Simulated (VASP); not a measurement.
Wanted: the native input for a VASP 6.6.1 run.

* Task: single point
* Functional: PBE
* Potentials or basis: VASP PAW PBE potentials, release 64 (Ru_pv)
* Cutoff: 500 eV
* k mesh: 24 × 24 × 12
* Occupations: gaussian, width 0.15 eV
* Spin: no spin polarisation
* Dipole correction: no
* Further INCAR settings: ALGO = Normal; EDIFF = 1e-06; NBANDS = 21

The structure of Ru lies in POSCAR:

```
Ru
1.0
    2.7057993342      0.0000000000      0.0000000000
   -1.3528996671      2.3432909610      0.0000000000
    0.0000000000      0.0000000000      4.4959950000
Ru
2
Direct
    0.3333333333      0.6666666667      0.2500000000
    0.6666666667      0.3333333333      0.7500000000
```

This cell differs from its parent crystal: strain +0.0500 x Voigt [0, 0, 1, 0, 0, 0].

These files were run (other wordings do the same):

INCAR

```
PREC = Accurate
ENCUT = 500
EDIFF = 1E-6
ISMEAR = 0
SIGMA = 0.15
LREAL = F
LASPH = T
NELM = 120
ALGO = Normal
ISIF = 2
LWAVE = F
LCHARG = T
GGA = PE
LELF = T
LVHAR = T
NBANDS = 21
GGA_COMPAT = F
```

KPOINTS

```
regular mesh
0
Gamma
  24 24 12
```

Potentials or basis: VASP PAW PBE potentials, release 64 (Ru_pv).

The run is started by

```bash
$ cat potpaw_PBE.64/Ru_pv/POTCAR > POTCAR
$ mpirun -np 1 vasp_std > vasp.out
```

Results of the run:

| Item | Value |
| --- | --- |
| Pressure | -9.7 GPa |
| Band gap on the k mesh | zero (bands 14 and 15 overlap by 2.85 eV) |

Caveat: the cell differs from its parent crystal (strain +0.0500 x Voigt [0, 0, 1, 0, 0, 0]); the cell stands under tension.

Wall time 76 s on 1 thread of Intel(R) Xeon(R) 6975P-C (Granite Rapids), with other jobs on the host, peak memory 0.29 GiB.
